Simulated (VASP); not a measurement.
Set up this calculation in VASP 6.6.1, as the native input.

```
Task                   : single point
Functional             : LDA
Potentials or basis    : VASP PAW LDA potentials, release 64 (B, N)
Cutoff                 : 520 eV
k mesh                 : 12 × 12 × 4
Occupations            : gaussian, width 0.05 eV
Spin                   : no spin polarisation
Dipole correction      : no
Further INCAR settings : ALGO = Normal; EDIFF = 1e-06; NBANDS = 16
```

The structure of BN lies in POSCAR:

```
BN
1.0
    2.5084269455      0.0000000000      0.0000000000
   -1.2542134727      2.1723614583      0.0000000000
    0.0000000000      0.0000000000      6.3917226998
B N
2 2
Direct
    0.3333333333      0.6666666667      0.2500000000
    0.6666666667      0.3333333333      0.7500000000
    0.3333333333      0.6666666667      0.7500000000
    0.6666666667      0.3333333333      0.2500000000
```

This cell differs from its parent crystal: volume 8.707 Å^3 an atom, c/a of the conventional cell 2.5481.

The input as run:

INCAR

```
SYSTEM = BN
PREC = Accurate ; ENCUT = 520
EDIFF = 1E-6 ; ISMEAR = 0
SIGMA = 0.05 ; LREAL = .FALSE.
LASPH = .TRUE. ; NELM = 60
ALGO = Normal ; ISIF = 2
LWAVE = .FALSE. ; LCHARG = .TRUE.
GGA = CA ; LELF = .TRUE.
LVHAR = .TRUE. ; NBANDS = 16
```

KPOINTS

```
regular mesh
0
G
  12 12 4
  0 0 0
```

Potentials or basis: VASP PAW LDA potentials, release 64 (B, N).

The run is started by

```console
$ cat potpaw_LDA.64/B/POTCAR potpaw_LDA.64/N/POTCAR > POTCAR
$ mpirun -np 1 vasp_std > vasp.out
```

It gave:

```yaml
Pressure: -5.2 GPa
Band_gap_on_the_k_mesh: 3.97 eV, indirect (least direct gap 4.35 eV)
```

It took 18 s on 1 thread of Intel(R) Xeon(R) Platinum 8375C CPU @ 2.90GHz (Ice Lake) (shared host), peak memory 0.14 GiB.
